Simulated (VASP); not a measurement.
# ZnO (Pm-3m) in VASP: notebook, part 2 of 2

VASP 6.6.1. Earlier steps stand in the parts before.

## (3) Relaxation of cell and atoms, PBE

INCAR reads:

```
  ALGO = Normal
  EDIFF = 1E-6
  EDIFFG = -0.01
  ENCUT = 600
  GGA = PE
  IBRION = 2
  ISIF = 3
  ISMEAR = 0
  LASPH = True
  LCHARG = False
  LREAL = False
  LWAVE = False
  NELM = 80
  NSW = 100
  PREC = Accurate
  SIGMA = 0.1
```

KPOINTS reads:

```
k-points
0
Gamma
  20 20 20
```

POSCAR reads:

```
ZnO
1.0
    2.6885216531      0.0000000000      0.0000000000
    0.0000000000      2.6885216531      0.0000000000
    0.0000000000      0.0000000000      2.6885216531
Zn O
1 1
Direct
    0.0000000000      0.0000000000      0.0000000000
    0.5000000000      0.5000000000      0.5000000000
```

Potentials or basis: VASP PAW PBE potentials, release 64 (Zn, O).

The run is started by

```
cat potpaw_PBE.64/Zn/POTCAR potpaw_PBE.64/O/POTCAR > POTCAR
mpirun -np 1 vasp_std > vasp.out
```

OUTCAR:

```text
EDIFF = 1E-6
   EDIFFG = -0.01
   ENCUT = 600
   GGA = PE
   IBRION = 2
   ISIF = 3
   ISMEAR = 0
   LASPH = True
   LREAL = False
   NELM = 80
   NSW = 100
   PREC = Accurate

 ion  position               nearest neighbor table
   1  0.000  0.000  0.000-   2 2.33   2 2.33   2 2.33   2 2.33   2 2.33   2 2.33   2 2.33   2 2.33

   2  0.500  0.500  0.500-   1 2.33   1 2.33   1 2.33   1 2.33   1 2.33   1 2.33   1 2.33   1 2.33

  LATTYP: Found a simple cubic cell.
 ALAT       =     2.6885216531

  Lattice vectors:

 A1 = (   2.6885216531,   0.0000000000,   0.0000000000)
 A2 = (   0.0000000000,   2.6885216531,   0.0000000000)
 A3 = (   0.0000000000,   0.0000000000,   2.6885216531)

Analysis of symmetry for initial positions (statically):
=====================================================================
 Subroutine PRICEL returns:
 Original cell was already a primitive cell.

 Routine SETGRP: Setting up the symmetry group for a
 simple cubic supercell.

 Subroutine GETGRP returns: Found 48 space group operations
 (whereof 48 operations were pure point group operations)
 out of a pool of 48 trial point group operations.

The static configuration has the point symmetry O_h .

Analysis of symmetry for dynamics (positions and initial velocities):
=====================================================================
 Subroutine PRICEL returns:
 Original cell was already a primitive cell.

 Routine SETGRP: Setting up the symmetry group for a
 simple cubic supercell.

 Subroutine GETGRP returns: Found 48 space group operations
 (whereof 48 operations were pure point group operations)
 out of a pool of 48 trial point group operations.

The dynamic configuration has the point symmetry O_h .

 Subroutine INISYM returns: Found 48 space group operations
 (whereof 48 operations are pure point group operations),
 and found     1 'primitive' translations

----------------------------------------------------------------------------------------

                                     Primitive cell

  volume of cell :      19.4330

  direct lattice vectors                    reciprocal lattice vectors
     2.688521653  0.000000000  0.000000000     0.371951626  0.000000000  0.000000000
     0.000000000  2.688521653  0.000000000     0.000000000  0.371951626  0.000000000
     0.000000000  0.000000000  2.688521653     0.000000000  0.000000000  0.371951626

  length of vectors
     2.688521653  2.688521653  2.688521653     0.371951626  0.371951626  0.371951626

  position of ions in fractional coordinates (direct lattice)
[... 8 lines left out ...]
----------------------------------------------------------------------------------------

 KPOINTS: k-points

Automatic generation of k-mesh.
 Grid dimensions read from file:
 generate k-points for:   20   20   20

 Generating k-lattice:

[... 97 lines left out ...]
 maximum number of plane-waves:       672
 NGX is ok and might be reduce to    24
   NGX = 11   NGY = 11   NGZ = 11

--------------------------------------- Ionic step        1  -------------------------------------------

 number of electron      18.0000000 magnetization

 Free energy of the ion-electron system (eV)
  ---------------------------------------------------
  ext. energy  EPLUGINS =         0.00000000
  ---------------------------------------------------
  free energy    TOTEN  =        -7.49433501 eV

  energy without entropy =       -7.49375056  energy(sigma->0) =       -7.49404279

------------------------ aborting loop because EDIFF is reached ----------------------------------------

  FORCE on cell =-STRESS in cart. coord.  units (eV):
  Direction    XX          YY          ZZ          XY          YZ          ZX
  --------------------------------------------------------------------------------------
  -------------------------------------------------------------------------------------
  Total        0.0439910      0.0439910      0.0439910     -0.0000000      0.0000000     -0.0000000
  in kB        3.6268877      3.6268877      3.6268877     -0.0000000      0.0000000     -0.0000000
  external PRESSURE =       3.6268877 kB  Pullay stress =       0.0000000 kB

 VOLUME and BASIS-vectors are now :
 -----------------------------------------------------------------------------
  energy-cutoff  :      600.00
  volume of cell :       19.43
      direct lattice vectors                 reciprocal lattice vectors
     2.688521653  0.000000000  0.000000000     0.371951626  0.000000000  0.000000000
     0.000000000  2.688521653  0.000000000     0.000000000  0.371951626  0.000000000
     0.000000000  0.000000000  2.688521653     0.000000000  0.000000000  0.371951626

 POSITION                                       TOTAL-FORCE (eV/Angst)
 -----------------------------------------------------------------------------------
      0.00000      0.00000      0.00000         0.000000      0.000000      0.000000
      1.34426      1.34426      1.34426         0.000000      0.000000      0.000000
 -----------------------------------------------------------------------------------
    total drift:                                0.000000      0.000000     -0.000000

  FREE ENERGIE OF THE ION-ELECTRON SYSTEM (eV)
  ---------------------------------------------------
  free  energy   TOTEN  =        -7.4943350082 eV

  energy  without entropy=       -7.4937505638  energy(sigma->0) =       -7.49404279

--------------------------------------- Ionic step        2  -------------------------------------------

 number of electron      17.9999997 magnetization

 Free energy of the ion-electron system (eV)
  ---------------------------------------------------
  ext. energy  EPLUGINS =         0.00000000
  ---------------------------------------------------
  free energy    TOTEN  =        -7.49438859 eV

  energy without entropy =       -7.49378500  energy(sigma->0) =       -7.49408680

 E-fermi :   3.1631     XC(G=0): -12.4805

 val. band max:        3.1512318159   @ k =   0.0500   0.0500   0.0000
 cond. band min:       3.4284217694   @ k =   0.0500   0.0500   0.0500
 fundamental gap:      0.2771899535
 Fermi energy:         3.1630960396

 k-point     1 :       0.0000    0.0000    0.0000
  band No.  band energies     occupation
      1     -15.3430      2.00000
      2      -3.3402      2.00000
      3      -3.3402      2.00000
      4      -2.2583      2.00000
      5      -2.2583      2.00000
      6      -2.2583      2.00000
      7       1.9099      2.00000
      8       1.9099      2.00000
      9       1.9099      2.00000
     10       2.2164      2.00000
     11      17.2042      0.00000
     12      17.2042      0.00000
     13      20.3924      0.00000
[... 354 lines left out ...]
  band No.  band energies     occupation
      1     -14.8832      2.00000
      2      -3.3638      2.00000
      3      -3.2606      2.00000
      4      -2.5622      2.00000
      5      -2.4811      2.00000
      6      -2.2850      2.00000
      7      -0.6833      2.00000
      8       1.6540      2.00000
      9       2.3944      2.00000
     10       5.3840      0.00000
     11      14.5561      0.00000
     12      16.6908      0.00000
     13      19.9124      0.00000

 [... further k-points ...]
[... 5 lines left out ...]
  --------------------------------------------------------------------------------------
  -------------------------------------------------------------------------------------
  Total       -0.0113349     -0.0113349     -0.0113349      0.0000000      0.0000000     -0.0000000
  in kB       -0.9315468     -0.9315468     -0.9315468      0.0000000      0.0000000     -0.0000000
  external PRESSURE =      -0.9315468 kB  Pullay stress =       0.0000000 kB

 VOLUME and BASIS-vectors are now :
 -----------------------------------------------------------------------------
  energy-cutoff  :      600.00
  volume of cell :       19.49
      direct lattice vectors                 reciprocal lattice vectors
     2.691374503  0.000000000 -0.000000000     0.371557358  0.000000000 -0.000000000
    -0.000000000  2.691374503 -0.000000000    -0.000000000  0.371557358 -0.000000000
     0.000000000  0.000000000  2.691374503     0.000000000  0.000000000  0.371557358

 POSITION                                       TOTAL-FORCE (eV/Angst)
 -----------------------------------------------------------------------------------
      0.00000      0.00000      0.00000         0.000000     -0.000000      0.000000
      1.34569      1.34569      1.34569        -0.000000      0.000000      0.000000
 -----------------------------------------------------------------------------------
    total drift:                                0.000000      0.000000     -0.000000

  FREE ENERGIE OF THE ION-ELECTRON SYSTEM (eV)
  ---------------------------------------------------
  free  energy   TOTEN  =        -7.4943885891 eV

  energy  without entropy=       -7.4937850042  energy(sigma->0) =       -7.49408680

 reached required accuracy - stopping structural energy minimisation
```

CONTCAR:

```text
ZnO
   1.00000000000000
     2.6913745026875344    0.0000000000000000   -0.0000000000000000
    -0.0000000000000000    2.6913745026875344   -0.0000000000000000
     0.0000000000000000    0.0000000000000000    2.6913745026875344
  Zn              O
     1     1
Direct
     0.0000000000000000    0.0000000000000000    0.0000000000000000
     0.5000000000000000    0.5000000000000000    0.5000000000000000

  0.00000000E+00  0.00000000E+00  0.00000000E+00
  0.00000000E+00  0.00000000E+00  0.00000000E+00
```

It took 52 s on 1 thread of Intel Xeon 6975P-C, shared host; peak memory 0.22 GiB.

What came out:

| Property | Result |
| --- | --- |
| Free energy | -7.4944 eV |
| Relaxed volume | 9.75 Å³/atom |
| Relaxed cell | a = 2.691 Å, b = 2.691 Å, c = 2.691 Å, α = 90.00°, β = 90.00°, γ = 90.00° |
| Space group after relaxing (to 0.05 Å) | Pm-3m (No. 221) |
| Energy gained by relaxing | 0.0 meV/atom |
| Ionic steps | 2 |
| Pressure after relaxing | -0.1 GPa |
| Band gap on the k mesh | zero (band 9 reaches 3.09 eV, above the bottom of band 10 at 2.22 eV) |

Final structure:
```
CELL_PARAMETERS angstrom
2.69137 0.00000 0.00000
0.00000 2.69137 0.00000
0.00000 0.00000 2.69137
ATOMIC_POSITIONS crystal
Zn 0.00000 0.00000 0.00000
O 0.50000 0.50000 0.50000
```
